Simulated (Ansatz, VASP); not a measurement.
## BN in VASP and in Ansatz

Contents of POSCAR:

```
BN
1.0
    2.6291912895      0.0000000000      0.0000000000
   -1.3145956448      2.2769464481      0.0000000000
    0.0000000000      0.0000000000      6.9942600000
B N
2 2
Direct
    0.3333333333      0.6666666667      0.2500000000
    0.6666666667      0.3333333333      0.7500000000
    0.3333333333      0.6666666667      0.7500000000
    0.6666666667      0.3333333333      0.2500000000
```

Contents of INCAR.step1:

```
SYSTEM = BN
  PREC = Accurate
  ENCUT = 520
  ISMEAR = 0
  SIGMA = 0.05
  LREAL = .False.
  LASPH = .True.
  NELM = 100
  NBANDS = 16
  GGA = PE
  ALGO = Normal
  EDIFF = 1E-4
  LWAVE = .True.
  LCHARG = .False.
```

INCAR.step2

```
SYSTEM = BN
  PREC = Accurate
  ENCUT = 520
  EDIFF = 1E-6
  ISMEAR = 0
  SIGMA = 0.05
  LREAL = .False.
  LASPH = .True.
  NELM = 100
  ALGO = Normal
  ISIF = 2
  LWAVE = .False.
  LCHARG = .False.
  METAGGA = R2SCAN
  LMIXTAU = .True.
  NBANDS = 16
  ISTART = 1
```

File KPOINTS:

```
regular mesh
0
Gamma
  12 12 4
  0 0 0
```

Input for Ansatz:

```yaml
crystal:
  lattice:
    - [2.6291912895, 0.0, 0.0]
    - [-1.3145956448, 2.2769464481, 0.0]
    - [0.0, 0.0, 6.99426]
  atoms:
    - { symbol: B, position: [0.3333333333, 0.6666666667, 0.25] }
    - { symbol: B, position: [0.6666666667, 0.3333333333, 0.75] }
    - { symbol: "N", position: [0.3333333333, 0.6666666667, 0.75] }
    - { symbol: "N", position: [0.6666666667, 0.3333333333, 0.25] }
basis:
  ecutwfc: 500
kpoints:
  mp_grid: { grid: [12, 12, 4] }
hamiltonian:
  xc: r2scan
scf:
  occupations: { method: gaussian, width: 0.05 }
output:
  forces: true
  stress: true
  eigenvalues: true
```

Change from the starting cell: strain +0.050 along x and y, +0.050 along z, atoms carried along.

Alike in both runs: task single point; functional r2SCAN; k mesh 12 × 12 × 4; occupations gaussian, width 0.05 eV; no spin polarisation.

|  | VASP | Ansatz |
| --- | --- | --- |
| version | VASP 6.6.1 | Ansatz 0.2.0 |
| potentials or method | VASP PAW PBE potentials, release 64 (B, N), cutoff 520 eV | scalar-relativistic, plane waves, PAW |
| valence electrons in the cell | 16 | 16 |

```tsv
	VASP	Ansatz	Ansatz less VASP
gap on the k mesh at the Fermi level (eV)	4.66	4.63	-0.029
least direct gap on the mesh (eV)	4.95	4.91	-0.043
pressure (GPa)	-28.1	-28.4	-0.26
traceless stress, the component that is largest in VASP (GPa)	27.54	28.03	+0.488
```

VASP's potentials were made for PBE, not for r2SCAN. Both programs put the cell under strong tension, so it lies far from rest at this level.
